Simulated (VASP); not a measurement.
Set up this calculation in VASP 6.6.1, as the native input.

```
Task                   : single point
Functional             : LDA
Potentials or basis    : VASP PAW LDA potentials, release 64 (Zn, Se)
Cutoff                 : 520 eV
k mesh                 : 8 × 8 × 8
Occupations            : fermi-dirac, width 0.02 eV
Spin                   : no spin polarisation
Dipole correction      : no
Further INCAR settings : ALGO = Normal; EDIFF = 1e-06; NBANDS = 16
```

The structure of ZnSe (Stilleite) lies in POSCAR:

```
ZnSe
1.0
    0.0000000000      2.7836754429      2.7836754429
    2.7836754429      0.0000000000      2.7836754429
    2.7836754429      2.7836754429      0.0000000000
Zn Se
1 1
Direct
    0.0000000000      0.0000000000      0.0000000000
    0.2500000000      0.2500000000      0.2500000000
```

One way to write it, as run:

INCAR

```
SYSTEM = ZnSe
PREC = Accurate
ENCUT = 520
EDIFF = 1E-6
ISMEAR = -1
SIGMA = 0.02
LREAL = .FALSE.
LASPH = .TRUE.
NELM = 100
ALGO = Normal
ISIF = 2
LWAVE = .FALSE.
LCHARG = .FALSE.
GGA = CA
NBANDS = 16
```

KPOINTS

```
Automatic mesh
0
G
  8 8 8
  0 0 0
```

Potentials or basis: VASP PAW LDA potentials, release 64 (Zn, Se).

Command:

```bash
$ cat potpaw_LDA.64/Zn/POTCAR potpaw_LDA.64/Se/POTCAR > POTCAR
$ mpirun -np 1 vasp_std > vasp.out
```

Results of the run:

```yaml
Pressure: 0.4 GPa
Band_gap_on_the_k_mesh: 1.29 eV, direct
```

It took 30 s on 1 thread of Intel(R) Xeon(R) Platinum 8488C (Sapphire Rapids), with other jobs on the host, peak memory 0.15 GiB.
